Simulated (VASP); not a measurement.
# CdSe in VASP: a series of runs

Aim: see how the results for CdSe move with the level of theory and the settings. Levels: r2SCAN, HSE06. Tasks: single point.

All numbers are computed with VASP 6.6.1; they aren't measurements. Logs are shortened: lines on timing, memory, paths and dates and some standing lists are left out, and cuts for length are marked.

## (1) The cell of the first run

The structure is tetragonal, space group I-4m2 (No. 119). Conventional cell: a = 4.339 Å, b = 4.339 Å, c = 6.403 Å, α = 90.00°, β = 90.00°, γ = 90.00°. Cd (site symmetry -4m2) has 4 Se at 2.70 Å within 3.6 Å. Se (site symmetry -4m2) has 4 Cd at 2.70 Å within 3.6 Å.

## (2) Single point, r2SCAN (uniaxial z strain +4.4%)

POSCAR

```
CdSe
1.0
    0.0000000000      3.0678017004      3.2015578546
    3.0678017004      0.0000000000      3.2015578546
    3.0678017004      3.0678017004      0.0000000000
Cd Se
1 1
Direct
    0.0000000000      0.0000000000      0.0000000000
    0.7500000000      0.7500000000      0.7500000000
```

INCAR.step1

```
SYSTEM = CdSe
PREC     = Accurate       ! precision mode
ENCUT    = 550            ! plane-wave cutoff, eV
ISMEAR   = 0              ! smearing method
SIGMA    = 0.01           ! smearing width, eV
LREAL    = .False.        ! projectors in reciprocal space
LASPH    = .True.         ! aspherical terms in the spheres
NELM     = 120            ! most SCF steps
NBANDS   = 16             ! bands
GGA      = PE             ! functional
ALGO     = Normal         ! electronic algorithm
EDIFF    = 1E-5           ! SCF threshold, eV
LWAVE    = .True.         ! write WAVECAR
LCHARG   = .False.        ! write CHGCAR
GGA_COMPAT= .False.
```

INCAR.step2

```
SYSTEM = CdSe
PREC     = Accurate       ! precision mode
ENCUT    = 550            ! plane-wave cutoff, eV
EDIFF    = 1E-6           ! SCF threshold, eV
ISMEAR   = 0              ! smearing method
SIGMA    = 0.01           ! smearing width, eV
LREAL    = .False.        ! projectors in reciprocal space
LASPH    = .True.         ! aspherical terms in the spheres
NELM     = 120            ! most SCF steps
ALGO     = Normal         ! electronic algorithm
ISIF     = 2              ! what is computed and relaxed
LWAVE    = .False.        ! write WAVECAR
LCHARG   = .True.         ! write CHGCAR
METAGGA  = R2SCAN         ! meta-GGA
LMIXTAU  = .True.       
LELF     = .True.         ! ELF
LVHAR    = .True.       
NBANDS   = 16             ! bands
ISTART   = 1            
GGA_COMPAT= .False.
```

KPOINTS

```
Automatic mesh
0
Gamma
  8 8 8
  0 0 0
```

Potentials or basis: VASP PAW PBE potentials, release 64 (Cd, Se).

The run is started by

```bash
> cat potpaw_PBE.64/Cd/POTCAR potpaw_PBE.64/Se/POTCAR > POTCAR
> cp INCAR.step1 INCAR
> mpirun -np 1 vasp_std > vasp.out
> cp INCAR.step2 INCAR
> mpirun -np 1 vasp_std > vasp.out
```

OUTCAR:

```text
SYSTEM = CdSe
   PREC = Accurate
   ENCUT = 550
   EDIFF = 1E-6
   ISMEAR = 0
   LREAL = .False.
   LASPH = .True.
   NELM = 120
   ISIF = 2
   METAGGA = R2SCAN
   ISTART = 1

 ion  position               nearest neighbor table
   1  0.000  0.000  0.000-   2 2.70   2 2.70   2 2.70   2 2.70
   2  0.750  0.750  0.750-   1 2.70   1 2.70   1 2.70   1 2.70

  LATTYP: Found a body centered tetragonal cell.
 ALAT       =     4.3385267714
 C/A-ratio  =     1.4758732737

  Lattice vectors:

 A1 = (  -3.0678017004,   0.0000000000,   3.2015578546)
 A2 = (   3.0678017004,   0.0000000000,   3.2015578546)
 A3 = (   0.0000000000,   3.0678017004,  -3.2015578546)

Analysis of symmetry for initial positions (statically):
=====================================================================
 Subroutine PRICEL returns:
 Original cell was already a primitive cell.

 Routine SETGRP: Setting up the symmetry group for a
 body centered tetragonal supercell.

 Subroutine GETGRP returns: Found  8 space group operations
 (whereof  8 operations were pure point group operations)
 out of a pool of 16 trial point group operations.

The static configuration has the point symmetry D_2d.

Analysis of symmetry for dynamics (positions and initial velocities):
=====================================================================
 Subroutine PRICEL returns:
 Original cell was already a primitive cell.

 Routine SETGRP: Setting up the symmetry group for a
 body centered tetragonal supercell.

 Subroutine GETGRP returns: Found  8 space group operations
 (whereof  8 operations were pure point group operations)
 out of a pool of 16 trial point group operations.

The dynamic configuration has the point symmetry D_2d.

 Subroutine INISYM returns: Found  8 space group operations
 (whereof  8 operations are pure point group operations),
 and found     1 'primitive' translations

----------------------------------------------------------------------------------------

                                     Primitive cell

  volume of cell :      60.2623

  direct lattice vectors                    reciprocal lattice vectors
     0.000000000  3.067801700  3.201557855    -0.162983155  0.162983155  0.156173970
     3.067801700  0.000000000  3.201557855     0.162983155 -0.162983155  0.156173970
     3.067801700  3.067801700  0.000000000     0.162983155  0.162983155 -0.156173970

  length of vectors
     4.434115466  4.434115466  4.338526771     0.278419336  0.278419336  0.278419336

  position of ions in fractional coordinates (direct lattice)
     0.000000000  0.000000000  0.000000000
     0.750000000  0.750000000  0.750000000

  ion indices of the primitive-cell ions
   primitive index   ion index
                 1           1
                 2           2

----------------------------------------------------------------------------------------

 KPOINTS: Automatic mesh

Automatic generation of k-mesh.
 Grid dimensions read from file:
 generate k-points for:    8    8    8

 Generating k-lattice:

  Cartesian coordinates                     Fractional coordinates (reciprocal lattice)
    -0.020372894  0.020372894  0.019521746     0.125000000  0.000000000  0.000000000
     0.020372894 -0.020372894  0.019521746     0.000000000  0.125000000  0.000000000
     0.020372894  0.020372894 -0.019521746     0.000000000  0.000000000  0.125000000

  Length of vectors
     0.034802417  0.034802417  0.034802417

  Shift w.r.t. Gamma in fractional coordinates (k-lattice)
     0.000000000  0.000000000  0.000000000

 Subroutine IBZKPT returns following result:
 ===========================================

 Found     59 irreducible k-points:

 Following reciprocal coordinates:
            Coordinates               Weight
  0.000000  0.000000  0.000000      1.000000
  0.125000  0.000000  0.000000      8.000000
  0.250000  0.000000  0.000000      8.000000
  0.375000  0.000000  0.000000      8.000000
  0.500000  0.000000  0.000000      4.000000
  0.125000  0.125000  0.000000      2.000000
[... 16 lines left out ...]
  0.250000  0.000000  0.125000     16.000000
  0.375000  0.000000  0.125000     16.000000
 [... further k-points ...]
   k-points           NKPTS =     59   k-points in BZ     NKDIM =     59   number of bands    NBANDS=     16
   number of dos      NEDOS =    301   number of ions     NIONS =      2
   total plane-waves  NPLWV =  46656
   dimension x,y,z NGX =    36 NGY =   36 NGZ =   36
   dimension x,y,z NGXF=    72 NGYF=   72 NGZF=   72
   ions per type =               1   1
   NGX,Y,Z   is equivalent  to a cutoff of  13.50, 13.50, 13.79 a.u.
   NGXF,Y,Z  is equivalent  to a cutoff of  26.99, 26.99, 27.59 a.u.
 SYSTEM =  CdSe
   PREC   = accura    normal or accurate (medium, high low for compatibility)
   ISTART =      1    job   : 0-new  1-cont  2-samecut
   ICHARG =      0    charge: 1-file 2-atom 10-const
   ISPIN  =      1    spin polarized calculation?
   LNONCOLLINEAR =      F non collinear calculations
   LSORBIT =      F    spin-orbit coupling
   LASPH  =      T    aspherical Exc in radial PAW
   ENCUT  =  550.0 eV  40.42 Ry    6.36 a.u.   8.48  8.48  8.30*2*pi/ulx,y,z
   NELM   =    120;   NELMIN=  2; NELMDL=  0     # of ELM steps
   EDIFF  = 0.1E-05   stopping-criterion for ELM
   LREAL  =      F    real-space projection
[... 7 lines left out ...]
   TEBEG  =    0.0;   TEEND  =   0.0 temperature during run
   PSTRESS=    0.0 pullay stress
   NELECT =      18.0000    total number of electrons
   NUPDOWN=      -1.0000    fix difference up-down
   EMIN   =  10.00;   EMAX   =-10.00  energy-range for DOS
   EFERMI =   0.00;   METHOD = LEGACY
   ISMEAR =     0;   SIGMA  =   0.01  broadening in eV -4-tet -1-fermi 0-gaus
   EFERMI_NEDOS =   21; number of points for ismear=-14 and -15
   IALGO  =     38    algorithm
   IMIX   =      4    mixing-type and parameters
     AMIX     =   0.40;   BMIX     =  1.00
     AMIX_MAG =   1.60;   BMIX_MAG =  1.00
  volume/ion in A,a.u.               =      30.13       203.34
  Fermi-wavevector in a.u.,A,eV,Ry     =   1.094335  2.067994 16.293922  1.197569
  Thomas-Fermi vector in A             =   2.230638
   LORBIT       =      0    0 simple, 1 ext, 2 COOP (PROOUT), +10 PAW based schemes
   METAGGA = R2SCAN    functional components
   LHFCALC =     F    Hartree Fock is set to
   AEXX    =    0.0000 exact exchange contribution
   IVDW    =     0    specifies the selected vdW correction
   LEPSILON=     F    determine dielectric tensor
   LRPA    =     F    only Hartree local field effects (RPA)
 non-spin polarized calculation
 Gauss-broadening in eV      SIGMA  =   0.01
  energy-cutoff  :      550.00
  volume of cell :       60.26
 maximum number of plane-waves:      1791
 NGX is ok and might be reduce to    36
   NGX = 17   NGY = 17   NGZ = 17

 number of electron      18.0000003 magnetization

 Free energy of the ion-electron system (eV)
  ---------------------------------------------------
  ext. energy  EPLUGINS =         0.00000000
  ---------------------------------------------------
  free energy    TOTEN  =       -35.89778967 eV

  energy without entropy =      -35.89778967  energy(sigma->0) =      -35.89778967

 E-fermi :   0.2209     XC(G=0):  -9.1031

 val. band max:        0.1634309560   @ k =   0.0000   0.0000   0.0000
 cond. band min:       1.0426878187   @ k =   0.0000   0.0000   0.0000
 fundamental gap:      0.8792568627
 Fermi energy:         0.2208628854

 k-point     1 :       0.0000    0.0000    0.0000
  band No.  band energies     occupation
      1     -12.5216      2.00000
      2      -7.8575      2.00000
      3      -7.8381      2.00000
      4      -7.8381      2.00000
      5      -7.5215      2.00000
      6      -7.5172      2.00000
[... 8 lines left out ...]
     15      11.2402      0.00000
     16      11.9311      0.00000

 k-point     2 :       0.1250    0.0000    0.0000
  band No.  band energies     occupation
      1     -12.4750      2.00000
      2      -7.8383      2.00000
      3      -7.8232      2.00000
      4      -7.7956      2.00000
      5      -7.5208      2.00000
      6      -7.5187      2.00000
[... 8 lines left out ...]
     15      10.9547      0.00000
     16      11.0799      0.00000

 k-point     3 :       0.2500    0.0000    0.0000
  band No.  band energies     occupation
      1     -12.3612      2.00000
      2      -7.8050      2.00000
      3      -7.7901      2.00000
      4      -7.6461      2.00000
      5      -7.5189      2.00000
      6      -7.5139      2.00000
[... 8 lines left out ...]
     15      10.7062      0.00000
     16      10.7792      0.00000

 k-point     4 :       0.3750    0.0000    0.0000
  band No.  band energies     occupation
      1     -12.2464      2.00000
      2      -7.7796      2.00000
      3      -7.7625      2.00000
      4      -7.5124      2.00000
      5      -7.5038      2.00000
      6      -7.4057      2.00000
[... 8 lines left out ...]
     15      11.4553      0.00000
     16      11.5873      0.00000

 k-point     5 :       0.5000    0.0000    0.0000
  band No.  band energies     occupation
      1     -12.1987      2.00000
      2      -7.7714      2.00000
      3      -7.7532      2.00000
      4      -7.5072      2.00000
      5      -7.4937      2.00000
      6      -7.2656      2.00000
[... 8 lines left out ...]
     15      12.5543      0.00000
     16      12.7563      0.00000

 k-point     6 :       0.1250    0.1250    0.0000
  band No.  band energies     occupation
      1     -12.4624      2.00000
      2      -7.8128      2.00000
      3      -7.8091      2.00000
      4      -7.8091      2.00000
      5      -7.5312      2.00000
      6      -7.5111      2.00000
[... 8 lines left out ...]
     15      11.2381      0.00000
     16      12.0589      0.00000
[... 267 lines left out ...]
 k-point    21 :       0.5000    0.5000    0.0000
  band No.  band energies     occupation
      1     -12.1119      2.00000
      2      -7.6445      2.00000
      3      -7.6208      2.00000
      4      -7.6208      2.00000
      5      -7.4758      2.00000
      6      -7.2448      2.00000
[... 8 lines left out ...]
     15      13.1499      0.00000
     16      13.8054      0.00000

 k-point    22 :       0.1250    0.0000    0.1250
  band No.  band energies     occupation
      1     -12.4581      2.00000
      2      -7.8282      2.00000
      3      -7.8091      2.00000
      4      -7.7951      2.00000
      5      -7.5262      2.00000
      6      -7.5125      2.00000
[... 8 lines left out ...]
     15      11.2906      0.00000
     16      11.6102      0.00000

 k-point    23 :       0.2500    0.0000    0.1250
  band No.  band energies     occupation
      1     -12.3659      2.00000
      2      -7.7975      2.00000
      3      -7.7790      2.00000
      4      -7.6910      2.00000
      5      -7.5259      2.00000
      6      -7.5032      2.00000
[... 8 lines left out ...]
     15      11.3268      0.00000
     16      12.0108      0.00000

 k-point    24 :       0.3750    0.0000    0.1250
  band No.  band energies     occupation
      1     -12.2518      2.00000
      2      -7.7697      2.00000
      3      -7.7498      2.00000
      4      -7.5606      2.00000
      5      -7.4986      2.00000
      6      -7.4295      2.00000
[... 8 lines left out ...]
     15      11.5159      0.00000
     16      12.1788      0.00000

 [... further k-points ...]
[... 5 lines left out ...]
  --------------------------------------------------------------------------------------
  -------------------------------------------------------------------------------------
  Total       -0.6035552     -0.6035552     -0.9366903      0.0000000     -0.0000000      0.0000000
  in kB      -16.0465489    -16.0465489    -24.9035175      0.0000000     -0.0000000      0.0000000
  external PRESSURE =     -18.9988717 kB  Pullay stress =       0.0000000 kB

 VOLUME and BASIS-vectors are now :
 -----------------------------------------------------------------------------
  energy-cutoff  :      550.00
  volume of cell :       60.26
      direct lattice vectors                 reciprocal lattice vectors
     0.000000000  3.067801700  3.201557855    -0.162983155  0.162983155  0.156173970
     3.067801700  0.000000000  3.201557855     0.162983155 -0.162983155  0.156173970
     3.067801700  3.067801700  0.000000000     0.162983155  0.162983155 -0.156173970

 POSITION                                       TOTAL-FORCE (eV/Angst)
 -----------------------------------------------------------------------------------
      0.00000      0.00000      0.00000         0.000000      0.000000      0.000000
      4.60170      4.60170      4.80234        -0.000000     -0.000000     -0.000000
 -----------------------------------------------------------------------------------
    total drift:                               -0.000000     -0.000000     -0.000000

  FREE ENERGIE OF THE ION-ELECTRON SYSTEM (eV)
  ---------------------------------------------------
  free  energy   TOTEN  =       -35.8977896710 eV

  energy  without entropy=      -35.8977896710  energy(sigma->0) =      -35.89778967
```

It took 2.4 min on 1 thread of AMD EPYC 9R45 (Zen 5), shared host; peak memory 0.22 GiB.

What came out:

```
Free energy            : -35.8978 eV
Pressure               : -1.9 GPa
Band gap on the k mesh : 0.88 eV
```

Levels at points of the mesh, in eV from the valence-band top:
| k point | band 7 | band 8 | band 9 | band 10 | band 11 | band 12 |
| --- | --- | --- | --- | --- | --- | --- |
| (0.00, 0.00, 0.00) | -0.14 | 0.00 | 0.00 | 0.88 | 6.42 | 6.42 |
| (0.50, 0.00, 0.00) | -4.07 | -0.80 | -0.61 | 2.70 | 6.73 | 7.01 |
| (0.50, 0.50, 0.00) | -3.96 | -1.58 | -1.58 | 3.62 | 4.26 | 9.04 |
| (0.50, 0.00, 0.50) | -3.74 | -1.78 | -1.72 | 3.48 | 3.91 | 9.41 |

Caveat: the cell differs from its parent crystal (uniaxial z strain +4.4%); the PAW data sets were made with another functional, which shifts forces and pressure a little.

## (3) Single point, HSE06 (strain -4.8%)

POSCAR

```
CdSe
1.0
    0.0000000000      2.9202404386      2.9202404386
    2.9202404386      0.0000000000      2.9202404386
    2.9202404386      2.9202404386      0.0000000000
Cd Se
1 1
Direct
    0.0000000000      0.0000000000      0.0000000000
    0.7500000000      0.7500000000      0.7500000000
```

INCAR.step1

```
SYSTEM = CdSe
ALGO = Normal
EDIFF = 1E-5
ENCUT = 400
GGA = PE
GGA_COMPAT = .False.
ISIF = 2
ISMEAR = 0
LASPH = .True.
LCHARG = .False.
LREAL = .False.
LWAVE = .True.
NBANDS = 16
NELM = 120
PREC = Accurate
SIGMA = 0.01
```

INCAR.step2

```
SYSTEM = CdSe
ALGO = Normal
EDIFF = 1E-6
ENCUT = 400
GGA = PE
GGA_COMPAT = .False.
HFSCREEN = 0.2079
ISIF = 2
ISMEAR = 0
ISTART = 1
LASPH = .True.
LCHARG = .False.
LHFCALC = .True.
LREAL = .False.
LWAVE = .False.
NBANDS = 16
NELM = 120
PREC = Accurate
PRECFOCK = Normal
SIGMA = 0.01
```

KPOINTS

```
k-points
0
Gamma
  6 6 6
  0 0 0
```

Potentials or basis: VASP PAW PBE potentials, release 64 (Cd, Se).

The run is started by

```bash
> cat potpaw_PBE.64/Cd/POTCAR potpaw_PBE.64/Se/POTCAR > POTCAR
> cp INCAR.step1 INCAR
> mpirun -np 1 vasp_std > vasp.out
> cp INCAR.step2 INCAR
> mpirun -np 1 vasp_std > vasp.out
```

It took 23 min on 1 thread of AMD EPYC 9R45 (Zen 5), shared host; peak memory 0.25 GiB.

Results (log left out):

```yaml
Free_energy: -6.5887 eV
Pressure: 10.7 GPa
Band_gap_on_the_k_mesh: 1.84 eV
```

Levels at points of the mesh, in eV from the valence-band top:
| k point | band 7 | band 8 | band 9 | band 10 | band 11 | band 12 |
| --- | --- | --- | --- | --- | --- | --- |
| (0.00, 0.00, 0.00) | 0.00 | 0.00 | 0.00 | 1.84 | 6.97 | 6.97 |
| (0.50, 0.00, 0.00) | -5.52 | -1.00 | -1.00 | 3.54 | 7.48 | 7.48 |
| (0.50, 0.50, 0.00) | -4.99 | -2.47 | -2.47 | 3.70 | 4.80 | 11.07 |

Caveat: the cell differs from its parent crystal (strain -4.8%); the cell stands under pressure; the PAW data sets were made with another functional, which shifts forces and pressure a little.

## (4) Single point, HSE06 (strain -3.9%)

POSCAR

```
CdSe
1.0
    0.0000000000      2.9487709945      2.9487709945
    2.9487709945      0.0000000000      2.9487709945
    2.9487709945      2.9487709945      0.0000000000
Cd Se
1 1
Direct
    0.0000000000      0.0000000000      0.0000000000
    0.7500000000      0.7500000000      0.7500000000
```

INCAR.step1

```
  PREC = Accurate
  ENCUT = 400
  EDIFF = 1E-5
  ISMEAR = 0
  SIGMA = 0.01
  LREAL = F
  LASPH = T
  NELM = 120
  ALGO = Normal
  ISIF = 2
  LWAVE = T
  LCHARG = F
  GGA = PE
  NBANDS = 16
  GGA_COMPAT = F
```

INCAR.step2

```
  PREC = Accurate
  ENCUT = 400
  EDIFF = 1E-6
  ISMEAR = 0
  SIGMA = 0.01
  LREAL = F
  LASPH = T
  NELM = 120
  ALGO = Normal
  ISIF = 2
  LWAVE = F
  LCHARG = F
  GGA = PE
  LHFCALC = T
  HFSCREEN = 0.2079
  PRECFOCK = Normal
  ISTART = 1
  NBANDS = 16
  GGA_COMPAT = F
```

KPOINTS

```
regular mesh
0
Gamma
  6 6 6
```

The run is started by

```bash
> cat potpaw_PBE.64/Cd/POTCAR potpaw_PBE.64/Se/POTCAR > POTCAR
> cp INCAR.step1 INCAR
> mpirun -np 1 vasp_std > vasp.out
> cp INCAR.step2 INCAR
> mpirun -np 1 vasp_std > vasp.out
```

Wall time 81 min (1 thread of Oxide Virtual Turin-like, shared host); peak memory 0.24 GiB.

Results (log left out):

* Free energy: -6.6792 eV
* Pressure: 8.0 GPa
* Band gap on the k mesh: 1.77 eV

Levels at points of the mesh, in eV from the valence-band top:
| k point | band 6 | band 7 | band 8 | band 9 | band 10 | band 11 | band 12 | band 13 |
| --- | --- | --- | --- | --- | --- | --- | --- | --- |
| (0.00, 0.00, 0.00) | -8.98 | 0.00 | 0.00 | 0.00 | 1.77 | 6.98 | 6.98 | 6.98 |
| (0.50, 0.00, 0.00) | -8.56 | -5.30 | -0.95 | -0.95 | 3.51 | 7.49 | 7.49 | 8.75 |
| (0.50, 0.50, 0.00) | -8.46 | -4.83 | -2.34 | -2.34 | 3.77 | 4.80 | 10.89 | 12.20 |

Caveat: the cell differs from its parent crystal (strain -3.9%); the cell stands under pressure; the PAW data sets were made with another functional, which shifts forces and pressure a little.

## (5) The runs side by side

| level | cell | k mesh | cutoff (eV) | grid for exact exchange (PRECFOCK) | share of exact exchange | screening parameter | gap on the mesh (eV) | pressure (GPa) |
| --- | --- | --- | --- | --- | --- | --- | --- | --- |
| r2SCAN | a = 4.434, b = 4.434, c = 4.339 Å, angles 60.7, 60.7, 58.6°, 2 atoms | 8 × 8 × 8 | 550 | - | - | - | 0.88 | -1.9 |
| HSE06 | a = 4.130 Å, angles 60.0°, 2 atoms | 6 × 6 × 6 | 400 | Normal | 0.25 | 0.2079 1/Å | 1.84 | 10.7 |
| HSE06 | a = 4.170 Å, angles 60.0°, 2 atoms | 6 × 6 × 6 | 400 | Normal | 0.25 | 0.2079 1/Å | 1.77 | 8.0 |

Alike in all rows: task single point; potentials or basis VASP PAW PBE potentials, release 64 (Cd, Se); no spin polarisation; smearing gaussian 0.01 eV.

Caveats: the PAW data sets were made with another functional, which shifts forces and pressure a little; the cell stands under pressure (at least some runs).

Total energies depend on the potentials used, so only differences within one code and one set of settings carry meaning.
